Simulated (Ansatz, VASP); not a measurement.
SnO: VASP beside Ansatz

Contents of POSCAR:

```
SnO
1.0
    3.8136952200      0.0000000000      0.0000000000
    0.0000000000      3.8136952200      0.0000000000
    0.0000000000      0.0000000000      4.8869133000
Sn O
2 2
Direct
    0.5000000000      0.0000000000      0.7646261400
    0.0000000000      0.5000000000      0.2353738600
    0.0000000000      0.0000000000      0.0000000000
    0.5000000000      0.5000000000      0.0000000000
```

Contents of INCAR.step1:

```
SYSTEM = SnO
PREC = Accurate ; ENCUT = 600
ISMEAR = -1 ; SIGMA = 0.05
LREAL = .False. ; LASPH = .True.
NELM = 60 ; GGA = PE
ALGO = Normal ; EDIFF = 1E-4
LWAVE = .True. ; LCHARG = .False.
```

INCAR.step2

```
SYSTEM = SnO
PREC = Accurate ; ENCUT = 600
EDIFF = 1E-6 ; ISMEAR = -1
SIGMA = 0.05 ; LREAL = .False.
LASPH = .True. ; NELM = 60
ALGO = Normal ; ISIF = 3
LWAVE = .False. ; LCHARG = .False.
METAGGA = R2SCAN ; LMIXTAU = .True.
IVDW = 13 ; VDW_S6 = 1.0
VDW_S8 = 0.6018749 ; VDW_A1 = 0.51559235
VDW_A2 = 5.77342911 ; IBRION = 2
NSW = 60 ; EDIFFG = -0.01
ISTART = 1
```

The input KPOINTS:

```
regular mesh
0
Gamma
  7 7 6
  0 0 0
```

The input input.yaml:

```yaml
crystal:
  lattice:
    - [3.81369522, 0.0, 0.0]
    - [0.0, 3.81369522, 0.0]
    - [0.0, 0.0, 4.8869133]
  atoms:
    - { symbol: Sn, position: [0.5, 0.0, 0.76462614] }
    - { symbol: Sn, position: [0.0, 0.5, 0.23537386] }
    - { symbol: O, position: [0.0, 0.0, 0.0] }
    - { symbol: O, position: [0.5, 0.5, 0.0] }
hamiltonian:
  xc: r2scan
  pseudopotentials: { kind: paw }
  dispersion: d4
kpoints:
  mp_grid: { grid: [7, 7, 6] }
scf:
  occupations: { method: fermi_dirac, width: 0.05 }
output:
  forces: true
  stress: true
  write_density: true
  write_potential: true
  elf: true
  volumetric_format: npy
relax:
  f_tol: 0.01
  max_steps: 40
  cell: { stress_tol: 0.05 }
```

Alike in both runs: task relaxation of cell and atoms; functional r2SCAN; dispersion D4; k mesh 7 × 7 × 6; occupations fermi-dirac, width 0.05 eV; no spin polarisation.

|  | VASP | Ansatz |
| --- | --- | --- |
| version | VASP 6.6.1 | Ansatz 0.2.0 |
| potentials or method | VASP PAW PBE potentials, release 64 (Sn_d, O) | Ansatz PAW |
| plane-wave cutoff (eV) | 600 | 500 |
| valence electrons in the cell | 40 | 40 |

```tsv
	VASP	Ansatz	Ansatz less VASP
gap on the k mesh at the Fermi level, each at its own relaxed structure (eV)	0.32	0.36	+0.043
relaxed volume (Å³/atom)	17.32	17.36	+0.043
relaxed cell length with the largest relative difference (Å)	4.790	4.813	+0.0228
```

VASP's potentials were made for PBE, not for r2SCAN.

Noted on Ansatz's run: odd divisions of the mesh miss points on the zone boundary, where band edges often lie, so the gap on the mesh can be too wide; the plane-wave basis is chosen anew once the cell has moved, so the energies of steps on either side of that aren't comparable.
